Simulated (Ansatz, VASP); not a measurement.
# Two plane-wave programs on Si3N4

```
Si N
1.0
     0.00000    3.75215    3.75215
     3.75215    0.00000    3.75215
     3.75215    3.75215    0.00000
Si N
6 8
Direct
  0.12500 0.12500 0.62500
  0.12500 0.62500 0.12500
  0.62500 0.12500 0.12500
  0.12500 0.12500 0.12500
  0.75000 0.75000 0.75000
  0.50000 0.50000 0.50000
  0.36801 0.36801 0.36801
  0.35404 0.88199 0.88199
  0.88199 0.88199 0.35404
  0.88199 0.35404 0.88199
  0.36801 0.36801 0.89596
  0.36801 0.89596 0.36801
  0.88199 0.88199 0.88199
  0.89596 0.36801 0.36801
```

Alike in both runs: functional PBEsol; k mesh 6 × 6 × 6; occupations gaussian, width 0.02 eV; no spin polarisation.

Ansatz relaxed the structure, and its values are those at the end. VASP's run is a single point on that final structure, the one shown.

|  | VASP | Ansatz |
| --- | --- | --- |
| version | VASP 6.6.1 | Ansatz 0.2.0 |
| potentials or method | VASP PAW PBE potentials, release 64 (Si, N), cutoff 520 eV | scalar-relativistic, plane waves, PAW |
| valence electrons in the cell | 64 | 64 |

VASP gave:

| Quantity | Value |
| --- | --- |
| gap on the k mesh at the Fermi level (eV) | 3.65 |
| least direct gap on the mesh (eV) | 3.66 |
| rms of the force components (eV/Å) | 0.004 |

**Question.** Which values does Ansatz return?

**Answer.** gap on the k mesh at the Fermi level (eV): 3.66; least direct gap on the mesh (eV): 3.67; rms of the force components (eV/Å): 0.000.

VASP's potentials were made for PBE, not for PBEsol. Ansatz's warnings: stress scf threshold loose.
